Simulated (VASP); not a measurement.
Si, 1 atom in the cell. It takes space group Pm-3m (No. 221, cubic). The conventional cell has a = 2.570 Å, b = 2.570 Å, c = 2.570 Å, α = 90.00°, β = 90.00°, γ = 90.00°. Si (site symmetry m-3m) has 6 Si at 2.57 Å within 3.4 Å. 

| Quantity | Value |
| --- | --- |
| Program | VASP 6.6.1 |
| Task | relaxation of cell and atoms |
| Functional | LDA |
| Potentials or basis | VASP PAW LDA potentials, release 64 (Si) |
| Cutoff | 500 eV |
| k mesh | 10 × 10 × 10 |
| Occupations | methfessel-paxton, width 0.02 eV |
| Spin | no spin polarisation |
| Target pressure | 20 GPa |
| Dipole correction | no |
| Further INCAR settings | ALGO = Normal; EDIFF = 1e-07; IBRION = 2; EDIFFG = -0.01; NSW = 80; ISIF = 3 |

Potentials or basis: VASP PAW LDA potentials, release 64 (Si).

Launch:

```bash
$ cat potpaw_LDA.64/Si/POTCAR > POTCAR
$ mpirun -np 1 vasp_std > vasp.out
```

Hardware: 1 thread of AMD EPYC 7R13, on a shared host.

**Question.** How long does it take, and how much memory?

**Answer.** It took 32 s on 1 thread of AMD EPYC 7R13 (shared host), peak memory 0.08 GiB. Counts: scf iterations 41, k points 56, ion steps 7.
